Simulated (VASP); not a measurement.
# SiC in VASP: single point with PBEsol+D4

Aim: the single point of SiC with PBEsol+D4.

All numbers are computed with VASP 6.6.1; they aren't measurements. Logs are shortened: lines on timing, memory, paths and dates and some standing lists are left out, and cuts for length are marked.

## Step 1: The cell of the first run

The cell holds a sheet with vacuum, 2 atoms: a = 3.095 Å, b = 3.095 Å, c = 23.800 Å, α = 90.00°, β = 90.00°, γ = 120.00°.

## Step 2: Single point, PBEsol+D4

INCAR reads:

```
PREC     = Accurate       # precision mode
ENCUT    = 520            # plane-wave cutoff, eV
EDIFF    = 1E-6           # SCF threshold, eV
ISMEAR   = 0              # smearing method
SIGMA    = 0.03           # smearing width, eV
LREAL    = False          # projectors in reciprocal space
LASPH    = True           # aspherical terms in the spheres
NELM     = 120            # most SCF steps
ALGO     = Normal         # electronic algorithm
ISIF     = 2              # what is computed and relaxed
LWAVE    = False          # write WAVECAR
LCHARG   = False          # write CHGCAR
LDIPOL   = True         
IDIPOL   = 3            
DIPOL    = 0.5 0.5 0.294
GGA      = PS             # functional
IVDW     = 13             # dispersion correction
NBANDS   = 11             # bands
GGA_COMPAT= False        
NELMDL   = -8
```

KPOINTS reads:

```
Automatic mesh
0
Gamma
  12 12 1
```

POSCAR reads:

```
SiC
1.0
    3.0949281061      0.0000000000      0.0000000000
   -1.5474640531      2.6802863628      0.0000000000
    0.0000000000      0.0000000000     23.8000000000
Si C
1 1
Direct
    0.3333333333      0.6666666667      0.2941176471
    0.6666666667      0.3333333333      0.2941176471
```

Potentials or basis: VASP PAW PBE potentials, release 64 (Si, C).

Started as:

```
> cat potpaw_PBE.64/Si/POTCAR potpaw_PBE.64/C/POTCAR > POTCAR
> mpirun -np 1 vasp_std > vasp.out
```

OUTCAR:

```text
PREC = Accurate
   ENCUT = 520
   EDIFF = 1E-6
   ISMEAR = 0
   LREAL = False
   LASPH = True
   NELM = 120
   ISIF = 2
   GGA = PS
   IVDW = 13
   NELMDL = -8

 ion  position               nearest neighbor table
   1  0.333  0.667  0.294-   2 1.79   2 1.79   2 1.79
   2  0.667  0.333  0.294-   1 1.79   1 1.79   1 1.79

  LATTYP: Found a hexagonal cell.
 ALAT       =     3.0949281061
 C/A-ratio  =     7.6900009254

  Lattice vectors:

 A1 = (   3.0949281061,   0.0000000000,   0.0000000000)
 A2 = (  -1.5474640531,   2.6802863628,   0.0000000000)
 A3 = (   0.0000000000,   0.0000000000,  23.8000000000)

Analysis of symmetry for initial positions (statically):
=====================================================================
 Subroutine PRICEL returns:
 Original cell was already a primitive cell.

 Routine SETGRP: Setting up the symmetry group for a
 hexagonal supercell.

 Subroutine GETGRP returns: Found 12 space group operations
 (whereof  6 operations were pure point group operations)
 out of a pool of 24 trial point group operations.

The static configuration has the point symmetry C_3v.
 The point group associated with its full space group is D_3h.

Analysis of symmetry for dynamics (positions and initial velocities):
=====================================================================
 Subroutine PRICEL returns:
 Original cell was already a primitive cell.

 Routine SETGRP: Setting up the symmetry group for a
 hexagonal supercell.

 Subroutine GETGRP returns: Found 12 space group operations
 (whereof  6 operations were pure point group operations)
 out of a pool of 24 trial point group operations.

The dynamic configuration has the point symmetry C_3v.
 The point group associated with its full space group is D_3h.

 Subroutine INISYM returns: Found 12 space group operations
 (whereof  6 operations are pure point group operations),
 and found     1 'primitive' translations

----------------------------------------------------------------------------------------

                                     Primitive cell

  volume of cell :     197.4280

  direct lattice vectors                    reciprocal lattice vectors
     3.094928106  0.000000000  0.000000000     0.323109283  0.186547231  0.000000000
    -1.547464053  2.680286363  0.000000000     0.000000000  0.373094463  0.000000000
     0.000000000  0.000000000 23.800000000     0.000000000  0.000000000  0.042016807

  length of vectors
     3.094928106  3.094928106 23.800000000     0.373094463  0.373094463  0.042016807

  position of ions in fractional coordinates (direct lattice)
     0.333333333  0.666666667  0.294117647
     0.666666667  0.333333333  0.294117647

  ion indices of the primitive-cell ions
   primitive index   ion index
                 1           1
                 2           2

----------------------------------------------------------------------------------------

 KPOINTS: Automatic mesh

Automatic generation of k-mesh.
 Grid dimensions read from file:
 generate k-points for:   12   12    1

 Generating k-lattice:

  Cartesian coordinates                     Fractional coordinates (reciprocal lattice)
     0.026925774  0.015545603  0.000000000     0.083333333  0.000000000  0.000000000
     0.000000000  0.031091205  0.000000000     0.000000000  0.083333333  0.000000000
     0.000000000  0.000000000  0.042016807     0.000000000  0.000000000  1.000000000

  Length of vectors
     0.031091205  0.031091205  0.042016807

  Shift w.r.t. Gamma in fractional coordinates (k-lattice)
     0.000000000  0.000000000  0.000000000

 Subroutine IBZKPT returns following result:
 ===========================================

 Found     19 irreducible k-points:

 Following reciprocal coordinates:
            Coordinates               Weight
  0.000000  0.000000  0.000000      1.000000
  0.083333  0.000000  0.000000      6.000000
  0.166667  0.000000  0.000000      6.000000
  0.250000  0.000000  0.000000      6.000000
  0.333333  0.000000  0.000000      6.000000
  0.416667  0.000000  0.000000      6.000000
[... 11 lines left out ...]
  0.333333  0.250000  0.000000     12.000000
  0.333333  0.333333  0.000000      2.000000
   k-points           NKPTS =     19   k-points in BZ     NKDIM =     19   number of bands    NBANDS=     11
   number of dos      NEDOS =    301   number of ions     NIONS =      2
   total plane-waves  NPLWV = 103680
   dimension x,y,z NGX =    24 NGY =   24 NGZ =  180
   dimension x,y,z NGXF=    48 NGYF=   48 NGZF=  360
   ions per type =               1   1
   NGX,Y,Z   is equivalent  to a cutoff of  12.89, 12.89, 12.57 a.u.
   NGXF,Y,Z  is equivalent  to a cutoff of  25.78, 25.78, 25.15 a.u.
 SYSTEM =  unknown system
   PREC   = accura    normal or accurate (medium, high low for compatibility)
   ISTART =      0    job   : 0-new  1-cont  2-samecut
   ICHARG =      2    charge: 1-file 2-atom 10-const
   ISPIN  =      1    spin polarized calculation?
   LNONCOLLINEAR =      F non collinear calculations
   LSORBIT =      F    spin-orbit coupling
   LASPH  =      T    aspherical Exc in radial PAW
   ENCUT  =  520.0 eV  38.22 Ry    6.18 a.u.   5.75  5.75 44.25*2*pi/ulx,y,z
   NELM   =    120;   NELMIN=  2; NELMDL= -8     # of ELM steps
   EDIFF  = 0.1E-05   stopping-criterion for ELM
   LREAL  =      F    real-space projection
   EDIFFG = 0.1E-04   stopping-criterion for IOM
   NSW    =      0    number of steps for IOM
   IBRION =     -1    ionic relax: 0-MD 1-quasi-New 2-CG
   NFREE  =      0    steps in history (QN), initial steepest desc. (CG)
   ISIF   =      2    stress and relaxation
   ISYM   =      2    0-nonsym 1-usesym 2-fastsym
   POTIM  = 0.5000    time-step for ionic-motion
   TEBEG  =    0.0;   TEEND  =   0.0 temperature during run
   PSTRESS=    0.0 pullay stress
   NELECT =       8.0000    total number of electrons
   NUPDOWN=      -1.0000    fix difference up-down
   EMIN   =  10.00;   EMAX   =-10.00  energy-range for DOS
   EFERMI =   0.00;   METHOD = LEGACY
   ISMEAR =     0;   SIGMA  =   0.03  broadening in eV -4-tet -1-fermi 0-gaus
   EFERMI_NEDOS =   21; number of points for ismear=-14 and -15
   IALGO  =     38    algorithm
   IMIX   =      4    mixing-type and parameters
     AMIX     =   0.40;   BMIX     =  1.00
     AMIX_MAG =   1.60;   BMIX_MAG =  1.00
  volume/ion in A,a.u.               =      98.71       666.15
  Fermi-wavevector in a.u.,A,eV,Ry     =   0.562301  1.062594  4.301918  0.316182
  Thomas-Fermi vector in A             =   1.598962
   LORBIT       =      0    0 simple, 1 ext, 2 COOP (PROOUT), +10 PAW based schemes
   GGA     = PS    functional components
   LHFCALC =     F    Hartree Fock is set to
   AEXX    =    0.0000 exact exchange contribution
   IVDW    =    13    specifies the selected vdW correction
   LEPSILON=     F    determine dielectric tensor
   LRPA    =     F    only Hartree local field effects (RPA)
 non-spin polarized calculation
 Gauss-broadening in eV      SIGMA  =   0.03
  energy-cutoff  :      520.00
  volume of cell :      197.43
 maximum number of plane-waves:      5344
 NGX is ok and might be reduce to    24
   NGX = 11   NGY = 11   NGZ = 89

 dipolmoment           0.000000      0.000000     -0.000001 electrons x Angstroem

 number of electron       8.0000000 magnetization

 dipolmoment           0.000000      0.000000      0.000004 electrons x Angstroem

 Free energy of the ion-electron system (eV)
  ---------------------------------------------------
  ext. energy  EPLUGINS =         0.00000000
  ---------------------------------------------------
  free energy    TOTEN  =       -14.69751633 eV

  energy without entropy =      -14.69751633  energy(sigma->0) =      -14.69751633

 E-fermi :  -3.5958     XC(G=0):  -1.8397

 val. band max:       -3.7211747424   @ k =   0.3333   0.3333   0.0000
 cond. band min:      -1.2174194429   @ k =   0.5000   0.0000   0.0000
 fundamental gap:      2.5037552995
 Fermi energy:        -3.5958138412

 k-point     1 :       0.0000    0.0000    0.0000
  band No.  band energies     occupation
      1     -17.3831      2.00000
      2      -7.5132      2.00000
      3      -5.0259      2.00000
      4      -5.0259      2.00000
      5      -0.5931      0.00000
      6       1.1306      0.00000
      7       1.3968      0.00000
      8       1.9576      0.00000
      9       2.0306      0.00000
     10       3.0044      0.00000
     11       3.4222      0.00000

 k-point     2 :       0.0833    0.0000    0.0000
  band No.  band energies     occupation
      1     -17.2685      2.00000
      2      -7.3931      2.00000
      3      -5.5280      2.00000
      4      -5.1629      2.00000
      5      -0.4024      0.00000
      6       1.2612      0.00000
      7       1.5454      0.00000
      8       2.1198      0.00000
      9       2.1640      0.00000
     10       3.1183      0.00000
     11       3.5479      0.00000

 k-point     3 :       0.1667    0.0000    0.0000
  band No.  band energies     occupation
      1     -16.9282      2.00000
      2      -7.0367      2.00000
      3      -6.7325      2.00000
      4      -5.5019      2.00000
      5       0.0322      0.00000
      6       1.6230      0.00000
      7       1.9590      0.00000
      8       2.3130      0.00000
      9       2.5332      0.00000
     10       2.9488      0.00000
     11       3.5787      0.00000

 k-point     4 :       0.2500    0.0000    0.0000
  band No.  band energies     occupation
      1     -16.3760      2.00000
      2      -8.2125      2.00000
      3      -6.4583      2.00000
      4      -5.9021      2.00000
      5       0.4433      0.00000
      6       1.7815      0.00000
      7       1.9815      0.00000
      8       2.7523      0.00000
      9       2.8254      0.00000
     10       3.5390      0.00000
     11       3.5502      0.00000

 k-point     5 :       0.3333    0.0000    0.0000
  band No.  band energies     occupation
      1     -15.6467      2.00000
      2      -9.7066      2.00000
      3      -6.2505      2.00000
      4      -5.6966      2.00000
      5       0.4016      0.00000
      6       0.6701      0.00000
      7       2.4227      0.00000
      8       3.5741      0.00000
      9       3.7578      0.00000
     10       4.4228      0.00000
     11       4.5183      0.00000
[... 141 lines left out ...]
 k-point    16 :       0.4167    0.1667    0.0000
  band No.  band energies     occupation
      1     -14.1696      2.00000
      2     -11.3413      2.00000
      3      -7.9967      2.00000
      4      -4.1540      2.00000
      5      -1.1257      0.00000
      6       1.8496      0.00000
      7       4.4027      0.00000
      8       4.5343      0.00000
      9       5.9928      0.00000
     10       6.7998      0.00000
     11       7.0353      0.00000

 k-point    17 :       0.2500    0.2500    0.0000
  band No.  band energies     occupation
      1     -14.6357      2.00000
      2     -10.3984      2.00000
      3      -8.3946      2.00000
      4      -4.6288      2.00000
      5      -0.3312      0.00000
      6       2.5823      0.00000
      7       3.8210      0.00000
      8       4.0365      0.00000
      9       5.2765      0.00000
     10       5.3182      0.00000
     11       5.6451      0.00000

 k-point    18 :       0.3333    0.2500    0.0000
  band No.  band energies     occupation
      1     -14.0407      2.00000
      2     -10.9825      2.00000
      3      -8.9137      2.00000
      4      -3.9926      2.00000
      5      -1.0104      0.00000
      6       3.0145      0.00000
      7       3.5234      0.00000
      8       4.6032      0.00000
      9       6.4254      0.00000
     10       6.6356      0.00000
     11       6.8720      0.00000

 k-point    19 :       0.3333    0.3333    0.0000
  band No.  band energies     occupation
      1     -13.8041      2.00000
      2     -10.9701      2.00000
      3      -9.4108      2.00000
      4      -3.7212      2.00000
      5      -1.1873      0.00000
      6       3.1075      0.00000
      7       3.5118      0.00000
      8       5.0189      0.00000
      9       6.9069      0.00000
     10       7.8590      0.00000
     11       7.9399      0.00000

------------------------ aborting loop because EDIFF is reached ----------------------------------------

 vacuum level on the upper side and lower side of the slab       (xc-potential included)        -0.008        -0.008

  DFT-D4 for vdW energy calculation

  Edisp (eV):   -0.14262

  FORCE on cell =-STRESS in cart. coord.  units (eV):
  Direction    XX          YY          ZZ          XY          YZ          ZX
  --------------------------------------------------------------------------------------
  -------------------------------------------------------------------------------------
  Total       0.06196     0.06196    -0.00567    -0.00000     0.00000     0.00000
  in kB       0.50286     0.50286    -0.04603    -0.00000     0.00000     0.00000
  external pressure =        0.32 kB  Pullay stress =        0.00 kB

 VOLUME and BASIS-vectors are now :
 -----------------------------------------------------------------------------
  energy-cutoff  :      520.00
  volume of cell :      197.43
      direct lattice vectors                 reciprocal lattice vectors
     3.094928106  0.000000000  0.000000000     0.323109283  0.186547231  0.000000000
    -1.547464053  2.680286363  0.000000000     0.000000000  0.373094463  0.000000000
     0.000000000  0.000000000 23.800000000     0.000000000  0.000000000  0.042016807

 POSITION                                       TOTAL-FORCE (eV/Angst)
 -----------------------------------------------------------------------------------
     -0.00000      1.78686      7.00000        -0.000000      0.000000      0.000000
      1.54746      0.89343      7.00000         0.000000     -0.000000     -0.000000
 -----------------------------------------------------------------------------------
    total drift:                                0.000000     -0.000000      0.000037

  FREE ENERGIE OF THE ION-ELECTRON SYSTEM (eV)
  ---------------------------------------------------
  free  energy   TOTEN  =       -14.8401382657 eV

  energy  without entropy=      -14.8401382657  energy(sigma->0) =      -14.84013827

 vacuum level on the upper side and lower side of the slab         1.379         1.379
```

Wall time 2.1 min (1 thread of AMD EPYC 7R43 (Zen 3), shared host); peak memory 0.25 GiB.

Results:

| Quantity | Value |
| --- | --- |
| Free energy | -14.8401 eV |
| Band gap on the k mesh | 2.50 eV (least direct gap 2.53 eV) |
| Dispersion energy per atom | -0.071 eV |

Levels at points of the mesh, in eV from the valence-band top:
```tsv
k point	band 1	band 2	band 3	band 4	band 5	band 6	band 7	band 8	band 9
(0.00, 0.00, 0.00)	-13.66	-3.79	-1.30	-1.30	3.13	4.85	5.12	5.68	5.75
(0.50, 0.00, 0.00)	-10.68	-7.89	-2.84	-0.70	2.50	3.79	8.03	9.24	9.53
```

Caveat: the PAW data sets were made with another functional, which shifts forces and pressure a little.
